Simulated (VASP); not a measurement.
# Al2Ni (P-3m1) in VASP: single point with PBE

Aim: the single point of Al2Ni with PBE.

Everything below comes from runs of VASP 6.6.1. Logs are shortened: lines on timing, memory, paths and dates and some standing lists are left out, and cuts for length are marked.

**1. The cell of the first run**

It takes space group P-3m1 (No. 164, trigonal). Conventional cell: a = 2.768 Å, b = 2.768 Å, c = 12.872 Å, α = 90.00°, β = 90.00°, γ = 120.00°. Within 3.2 Å of Al (site symmetry 3m) lie 3 Ni at 2.43 Å and 9 Al at 2.77 to 2.89 Å. Al (site symmetry 3m) has 12 Al at 2.77 to 2.92 Å within 3.6 Å. Ni (site symmetry 3m) has 3 Al at 2.43 Å and 9 Ni at 2.53 to 2.77 Å within 3.2 Å.

**2. Single point, PBE**

INCAR reads:

```
  PREC = Accurate
  ENCUT = 520
  EDIFF = 1E-6
  ISMEAR = 0
  SIGMA = 0.1
  LREAL = F
  LASPH = T
  NELM = 80
  ALGO = Fast
  ISIF = 2
  LWAVE = F
  LCHARG = F
  GGA = PE
  NBANDS = 25
```

KPOINTS reads:

```
Automatic mesh
0
Gamma
  18 18 4
```

POSCAR reads:

```
Al2Ni
1.0
    2.7683808916      0.0000000000      0.0000000000
   -1.3841904458      2.3974881794      0.0000000000
    0.0000000000      0.0000000000     12.8715106933
Al Ni
4 2
Direct
    0.3333333333      0.6666666667      0.7182046899
    0.3333333333      0.6666666667      0.0950956731
    0.6666666667      0.3333333333      0.9049043269
    0.6666666667      0.3333333333      0.2817953101
    0.3333333333      0.6666666667      0.4239889279
    0.6666666667      0.3333333333      0.5760110721
```

Potentials or basis: VASP PAW PBE potentials, release 64 (Al, Ni).

Launch:

```console
cat potpaw_PBE.64/Al/POTCAR potpaw_PBE.64/Ni/POTCAR > POTCAR
mpirun -np 1 vasp_std > vasp.out
```

OUTCAR:

```text
PREC = Accurate
   ENCUT = 520
   EDIFF = 1E-6
   ISMEAR = 0
   LREAL = F
   LASPH = T
   NELM = 80
   ISIF = 2
   GGA = PE

 ion  position               nearest neighbor table
   1  0.333  0.667  0.718-   6 2.43   6 2.43   6 2.43   3 2.89   3 2.89   3 2.89
   2  0.333  0.667  0.095-   4 2.89   4 2.89   4 2.89   3 2.92   3 2.92   3 2.92
   3  0.667  0.333  0.905-   1 2.89   1 2.89   1 2.89   2 2.92   2 2.92   2 2.92
   4  0.667  0.333  0.282-   5 2.43   5 2.43   5 2.43   2 2.89   2 2.89   2 2.89
   5  0.333  0.667  0.424-   4 2.43   4 2.43   4 2.43   6 2.53   6 2.53   6 2.53
   6  0.667  0.333  0.576-   1 2.43   1 2.43   1 2.43   5 2.53   5 2.53   5 2.53

  LATTYP: Found a hexagonal cell.
 ALAT       =     2.7683808916
 C/A-ratio  =     4.6494724524

  Lattice vectors:

 A1 = (   2.7683808916,   0.0000000000,   0.0000000000)
 A2 = (  -1.3841904458,   2.3974881794,   0.0000000000)
 A3 = (   0.0000000000,   0.0000000000,  12.8715106933)

Analysis of symmetry for initial positions (statically):
=====================================================================
 Subroutine PRICEL returns:
 Original cell was already a primitive cell.

 Routine SETGRP: Setting up the symmetry group for a
 hexagonal supercell.

 Subroutine GETGRP returns: Found 12 space group operations
 (whereof 12 operations were pure point group operations)
 out of a pool of 24 trial point group operations.

The static configuration has the point symmetry D_3d.

Analysis of symmetry for dynamics (positions and initial velocities):
=====================================================================
 Subroutine PRICEL returns:
 Original cell was already a primitive cell.

 Routine SETGRP: Setting up the symmetry group for a
 hexagonal supercell.

 Subroutine GETGRP returns: Found 12 space group operations
 (whereof 12 operations were pure point group operations)
 out of a pool of 24 trial point group operations.

The dynamic configuration has the point symmetry D_3d.

 Subroutine INISYM returns: Found 12 space group operations
 (whereof 12 operations are pure point group operations),
 and found     1 'primitive' translations

----------------------------------------------------------------------------------------

                                     Primitive cell

  volume of cell :      85.4303

  direct lattice vectors                    reciprocal lattice vectors
     2.768380892  0.000000000  0.000000000     0.361221970  0.208551602  0.000000000
    -1.384190446  2.397488179  0.000000000     0.000000000  0.417103204  0.000000000
     0.000000000  0.000000000 12.871510693     0.000000000  0.000000000  0.077690958

  length of vectors
     2.768380892  2.768380892 12.871510693     0.417103203  0.417103204  0.077690958

  position of ions in fractional coordinates (direct lattice)
     0.333333333  0.666666667  0.718204690
     0.333333333  0.666666667  0.095095673
     0.666666667  0.333333333  0.904904327
     0.666666667  0.333333333  0.281795310
     0.333333333  0.666666667  0.423988928
     0.666666667  0.333333333  0.576011072

  ion indices of the primitive-cell ions
   primitive index   ion index
                 1           1
                 2           2
                 3           3
                 4           4
                 5           5
                 6           6

----------------------------------------------------------------------------------------

 KPOINTS: Automatic mesh

Automatic generation of k-mesh.
 Grid dimensions read from file:
 generate k-points for:   18   18    4

 Generating k-lattice:

  Cartesian coordinates                     Fractional coordinates (reciprocal lattice)
     0.020067887  0.011586200  0.000000000     0.055555556 -0.000000000  0.000000000
     0.000000000  0.023172400  0.000000000     0.000000000  0.055555556  0.000000000
     0.000000000  0.000000000  0.019422740     0.000000000  0.000000000  0.250000000

  Length of vectors
     0.023172400  0.023172400  0.019422740

  Shift w.r.t. Gamma in fractional coordinates (k-lattice)
     0.000000000  0.000000000  0.000000000

 Subroutine IBZKPT returns following result:
 ===========================================

 Found    138 irreducible k-points:

 Following reciprocal coordinates:
            Coordinates               Weight
  0.000000  0.000000  0.000000      1.000000
  0.055556  0.000000  0.000000      6.000000
  0.111111  0.000000  0.000000      6.000000
  0.166667  0.000000  0.000000      6.000000
  0.222222  0.000000  0.000000      6.000000
  0.277778  0.000000  0.000000      6.000000
[... 16 lines left out ...]
  0.333333  0.111111  0.000000     12.000000
  0.388889  0.111111  0.000000     12.000000
 [... further k-points ...]
   k-points           NKPTS =    138   k-points in BZ     NKDIM =    138   number of bands    NBANDS=     25
   number of dos      NEDOS =    301   number of ions     NIONS =      6
   total plane-waves  NPLWV =  55296
   dimension x,y,z NGX =    24 NGY =   24 NGZ =   96
   dimension x,y,z NGXF=    48 NGYF=   48 NGZF=  192
   ions per type =               4   2
   NGX,Y,Z   is equivalent  to a cutoff of  14.41, 14.41, 12.40 a.u.
   NGXF,Y,Z  is equivalent  to a cutoff of  28.82, 28.82, 24.80 a.u.
 SYSTEM =  unknown system
   PREC   = accura    normal or accurate (medium, high low for compatibility)
   ISTART =      0    job   : 0-new  1-cont  2-samecut
   ICHARG =      2    charge: 1-file 2-atom 10-const
   ISPIN  =      1    spin polarized calculation?
   LNONCOLLINEAR =      F non collinear calculations
   LSORBIT =      F    spin-orbit coupling
   LASPH  =      T    aspherical Exc in radial PAW
   ENCUT  =  520.0 eV  38.22 Ry    6.18 a.u.   5.15  5.15 23.93*2*pi/ulx,y,z
   NELM   =     80;   NELMIN=  2; NELMDL= -5     # of ELM steps
   EDIFF  = 0.1E-05   stopping-criterion for ELM
   LREAL  =      F    real-space projection
   EDIFFG = 0.1E-04   stopping-criterion for IOM
   NSW    =      0    number of steps for IOM
   IBRION =     -1    ionic relax: 0-MD 1-quasi-New 2-CG
   NFREE  =      0    steps in history (QN), initial steepest desc. (CG)
   ISIF   =      2    stress and relaxation
   ISYM   =      2    0-nonsym 1-usesym 2-fastsym
   POTIM  = 0.5000    time-step for ionic-motion
   TEBEG  =    0.0;   TEEND  =   0.0 temperature during run
   PSTRESS=    0.0 pullay stress
   NELECT =      32.0000    total number of electrons
   NUPDOWN=      -1.0000    fix difference up-down
   EMIN   =  10.00;   EMAX   =-10.00  energy-range for DOS
   EFERMI =   0.00;   METHOD = LEGACY
   ISMEAR =     0;   SIGMA  =   0.10  broadening in eV -4-tet -1-fermi 0-gaus
   EFERMI_NEDOS =   21; number of points for ismear=-14 and -15
   IALGO  =     68    algorithm
   IMIX   =      4    mixing-type and parameters
     AMIX     =   0.40;   BMIX     =  1.00
     AMIX_MAG =   1.60;   BMIX_MAG =  1.00
  volume/ion in A,a.u.               =      14.24        96.09
  Fermi-wavevector in a.u.,A,eV,Ry     =   1.180106  2.230076 18.948144  1.392649
  Thomas-Fermi vector in A             =   2.316404
   LORBIT       =      0    0 simple, 1 ext, 2 COOP (PROOUT), +10 PAW based schemes
   GGA     = PE    functional components
   LHFCALC =     F    Hartree Fock is set to
   AEXX    =    0.0000 exact exchange contribution
   IVDW    =     0    specifies the selected vdW correction
   LEPSILON=     F    determine dielectric tensor
   LRPA    =     F    only Hartree local field effects (RPA)
 non-spin polarized calculation
 RMM-DIIS sequential band-by-band and
 Gauss-broadening in eV      SIGMA  =   0.10
  energy-cutoff  :      520.00
  volume of cell :       85.43
 maximum number of plane-waves:      2327
 NGX is ok and might be reduce to    24
   NGX = 11   NGY = 11   NGZ = 47

 number of electron      32.0000000 magnetization

 Free energy of the ion-electron system (eV)
  ---------------------------------------------------
  ext. energy  EPLUGINS =         0.00000000
  ---------------------------------------------------
  free energy    TOTEN  =       -26.48803420 eV

  energy without entropy =      -26.46872440  energy(sigma->0) =      -26.47837930

 E-fermi :   8.4693     XC(G=0): -11.0595

 val. band max:        8.4683094225   @ k =   0.2778   0.1667   0.0000
 cond. band min:       8.4713413344   @ k =   0.3889   0.1111   0.5000
 fundamental gap:      0.0030319119
 Fermi energy:         8.4693126648

 k-point     1 :       0.0000    0.0000    0.0000
  band No.  band energies     occupation
      1      -2.6536      2.00000
      2      -1.9553      2.00000
      3      -0.9574      2.00000
      4       1.0666      2.00000
      5       2.0527      2.00000
      6       4.7261      2.00000
[... 17 lines left out ...]
     24      20.7358      0.00000
     25      21.0377      0.00000

 k-point     2 :       0.0556    0.0000    0.0000
  band No.  band energies     occupation
      1      -2.5743      2.00000
      2      -1.8772      2.00000
      3      -0.8779      2.00000
      4       1.1422      2.00000
      5       2.1322      2.00000
      6       4.7816      2.00000
[... 17 lines left out ...]
     24      20.2191      0.00000
     25      20.5830      0.00000

 k-point     3 :       0.1111    0.0000    0.0000
  band No.  band energies     occupation
      1      -2.3368      2.00000
      2      -1.6438      2.00000
      3      -0.6402      2.00000
      4       1.3679      2.00000
      5       2.3690      2.00000
      6       4.9395      2.00000
[... 17 lines left out ...]
     24      19.0426      0.00000
     25      19.2554      0.00000

 k-point     4 :       0.1667    0.0000    0.0000
  band No.  band energies     occupation
      1      -1.9421      2.00000
      2      -1.2563      2.00000
      3      -0.2470      2.00000
      4       1.7395      2.00000
      5       2.7573      2.00000
      6       5.1705      2.00000
[... 17 lines left out ...]
     24      17.9848      0.00000
     25      18.4144      0.00000

 k-point     5 :       0.2222    0.0000    0.0000
  band No.  band energies     occupation
      1      -1.3923      2.00000
      2      -0.7176      2.00000
      3       0.2970      2.00000
      4       2.2491      2.00000
      5       3.2837      2.00000
      6       5.4138      2.00000
[... 17 lines left out ...]
     24      16.9635      0.00000
     25      17.9941      0.00000

 k-point     6 :       0.2778    0.0000    0.0000
  band No.  band energies     occupation
      1      -0.6902      2.00000
      2      -0.0320      2.00000
      3       0.9841      2.00000
      4       2.8822      2.00000
      5       3.9152      2.00000
      6       5.5715      2.00000
[... 17 lines left out ...]
     24      16.3511      0.00000
     25      16.3605      0.00000
[... 393 lines left out ...]
 k-point    21 :       0.2222    0.1111    0.0000
  band No.  band energies     occupation
      1      -0.4573      2.00000
      2       0.1950      2.00000
      3       1.2108      2.00000
      4       3.0913      2.00000
      5       4.1268      2.00000
      6       5.6585      2.00000
[... 17 lines left out ...]
     24      15.1430      0.00000
     25      15.3657      0.00000

 k-point    22 :       0.2778    0.1111    0.0000
  band No.  band energies     occupation
      1       0.3905      2.00000
      2       1.0171      2.00000
      3       2.0227      2.00000
      4       3.8091      2.00000
      5       4.7386      2.00000
      6       5.6878      2.00000
[... 17 lines left out ...]
     24      14.5476      0.00000
     25      14.5925      0.00000

 k-point    23 :       0.3333    0.1111    0.0000
  band No.  band energies     occupation
      1       1.3792      2.00000
      2       1.9648      2.00000
      3       2.9392      2.00000
      4       4.5477      2.00000
      5       5.0301      2.00000
      6       5.7021      2.00000
[... 17 lines left out ...]
     24      13.3931      0.00000
     25      14.3808      0.00000

 k-point    24 :       0.3889    0.1111    0.0000
  band No.  band energies     occupation
      1       2.4951      2.00000
      2       3.0074      2.00000
      3       3.8963      2.00000
      4       4.7723      2.00000
      5       4.9964      2.00000
      6       5.2136      2.00000
[... 17 lines left out ...]
     24      13.1809      0.00000
     25      14.0933      0.00000

 [... further k-points ...]

------------------------ aborting loop because EDIFF is reached ----------------------------------------

  FORCE on cell =-STRESS in cart. coord.  units (eV):
  Direction    XX          YY          ZZ          XY          YZ          ZX
  --------------------------------------------------------------------------------------
  -------------------------------------------------------------------------------------
  Total        0.0572929      0.0572929     -0.0019853      0.0000000      0.0000000      0.0000000
  in kB        1.0744836      1.0744836     -0.0372323      0.0000000      0.0000000      0.0000000
  external PRESSURE =       0.7039116 kB  Pullay stress =       0.0000000 kB

 VOLUME and BASIS-vectors are now :
 -----------------------------------------------------------------------------
  energy-cutoff  :      520.00
  volume of cell :       85.43
      direct lattice vectors                 reciprocal lattice vectors
     2.768380892  0.000000000  0.000000000     0.361221970  0.208551602  0.000000000
    -1.384190446  2.397488179  0.000000000     0.000000000  0.417103204  0.000000000
     0.000000000  0.000000000 12.871510693     0.000000000  0.000000000  0.077690958

 POSITION                                       TOTAL-FORCE (eV/Angst)
 -----------------------------------------------------------------------------------
     -0.00000      1.59833      9.24438         0.000000     -0.000000      0.012160
     -0.00000      1.59833      1.22402        -0.000000      0.000000      0.000229
      1.38419      0.79916     11.64749        -0.000000     -0.000000     -0.000229
      1.38419      0.79916      3.62713        -0.000000     -0.000000     -0.012160
     -0.00000      1.59833      5.45738         0.000000      0.000000      0.019147
      1.38419      0.79916      7.41413         0.000000     -0.000000     -0.019147
 -----------------------------------------------------------------------------------
    total drift:                               -0.000000      0.000000      0.000000

  FREE ENERGIE OF THE ION-ELECTRON SYSTEM (eV)
  ---------------------------------------------------
  free  energy   TOTEN  =       -26.4880342031 eV

  energy  without entropy=      -26.4687244048  energy(sigma->0) =      -26.47837930
```

It took 9.2 min on 1 thread of Intel Xeon 8259CL, shared host; peak memory 0.4 GiB.

What came out:

```yaml
Free_energy: -26.4880 eV
Pressure: 0.1 GPa
Largest_force: 0.019 eV/Å
Band_gap_on_the_k_mesh: zero (bands 16 and 17 overlap by 1.53 eV)
```

Forces on the atoms (eV/Å):
```
Al   0.000  0.000  0.012
Al   0.000  0.000  0.000
Al   0.000  0.000  0.000
Al   0.000  0.000 -0.012
Ni   0.000  0.000  0.019
Ni   0.000  0.000 -0.019
```

Stress tensor (GPa, compression positive):
```
0.11 0.00 0.00
0.00 0.11 0.00
0.00 0.00 0.00
```
